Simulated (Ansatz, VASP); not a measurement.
One calculation of SiO2, two programs

```
Si O
1.0
     4.11470    0.00000    0.00000
     0.00000    5.08159    0.00000
     0.00000    0.00000    4.52619
Si O
4 8
Direct
  0.50000 0.34808 0.75000
  0.00000 0.15192 0.25000
  0.50000 0.65192 0.25000
  0.00000 0.84808 0.75000
  0.26908 0.61761 0.57989
  0.76908 0.88239 0.42011
  0.23092 0.88239 0.07989
  0.73092 0.61761 0.92011
  0.26908 0.38239 0.07989
  0.76908 0.11761 0.92011
  0.23092 0.11761 0.57989
  0.73092 0.38239 0.42011
```

Alike in both runs: functional PBE; k mesh 6 × 6 × 6; occupations gaussian, width 0.02 eV; no spin polarisation.

Ansatz relaxed the structure, and its values are those at the end. VASP's run is a single point on that final structure, the one shown.

|  | VASP | Ansatz |
| --- | --- | --- |
| version | VASP 6.6.1 | Ansatz 0.2.0 |
| potentials or method | VASP PAW PBE potentials, release 64 (Si, O), cutoff 520 eV | scalar-relativistic, plane waves, PAW |
| valence electrons in the cell | 64 | 64 |

```csv
,VASP,Ansatz,Ansatz less VASP
gap on the k mesh at the Fermi level (eV),5.26,5.28,+0.018
least direct gap on the mesh (eV),5.26,5.28,+0.018
pressure (GPa),0.1,0.0,-0.12
rms of the force components (eV/Å),0.011,0.001,-0.0100
```
